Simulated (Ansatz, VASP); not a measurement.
**Two plane-wave programs on MgS**

Contents of POSCAR:

```
MgS
1.0
    0.0000000000      2.6015179373      2.6015179373
    2.6015179373      0.0000000000      2.6015179373
    2.6015179373      2.6015179373      0.0000000000
Mg S
1 1
Direct
    0.0000000000      0.0000000000      0.0000000000
    0.5000000000      0.5000000000      0.5000000000
```

Contents of INCAR.step1:

```
SYSTEM = MgS
ALGO = Normal
EDIFF = 1E-5
ENCUT = 660
GGA = PE
GGA_COMPAT = .FALSE.
ISMEAR = 0
LASPH = .TRUE.
LCHARG = .FALSE.
LREAL = .FALSE.
LWAVE = .TRUE.
NBANDS = 11
NELM = 120
PREC = Accurate
SIGMA = 0.5
```

File INCAR.step2:

```
SYSTEM = MgS
ALGO = Normal
EDIFF = 1E-6
ENCUT = 660
GGA_COMPAT = .FALSE.
ISIF = 2
ISMEAR = 0
ISTART = 1
LASPH = .TRUE.
LCHARG = .FALSE.
LMIXTAU = .TRUE.
LREAL = .FALSE.
LWAVE = .FALSE.
METAGGA = R2SCAN
NBANDS = 11
NELM = 120
PREC = Accurate
SIGMA = 0.5
```

The input KPOINTS:

```
k-points
0
G
  6 6 6
  0 0 0
```

Input for Ansatz:

```yaml
crystal:
  lattice:
    - [0.0, 2.6015179373, 2.6015179373]
    - [2.6015179373, 0.0, 2.6015179373]
    - [2.6015179373, 2.6015179373, 0.0]
  atoms:
    - { symbol: Mg, position: [0.0, 0.0, 0.0] }
    - { symbol: S, position: [0.5, 0.5, 0.5] }
kpoints:
  mp_grid: { grid: [6, 6, 6] }
hamiltonian:
  xc: r2scan
scf:
  occupations: { method: gaussian, width: 0.5 }
  n_extra_bands: 4
output:
  forces: true
  stress: true
  eigenvalues: true
```

Alike in both runs: task single point; functional r2SCAN; k mesh 6 × 6 × 6; occupations gaussian, width 0.5 eV; no spin polarisation.

|  | VASP | Ansatz |
| --- | --- | --- |
| version | VASP 6.6.1 | Ansatz 0.2.0 |
| potentials or method | VASP PAW PBE potentials, release 64 (Mg, S) | plane waves |
| plane-wave cutoff (eV) | 660 | 500 |
| valence electrons in the cell | 8 | 16 |

VASP gave:

| Item | Value |
| --- | --- |
| pressure (GPa) | -0.4 |

Which values does Ansatz return?

Pressure (GPa): 0.0.

VASP's potentials were made for PBE, not for r2SCAN. With one functional, cell and mesh, what is left measures potentials, basis and numerics. VASP's potentials hold 8 valence electrons a cell and Ansatz's 16, so a difference there can come from the potentials and not from the codes.
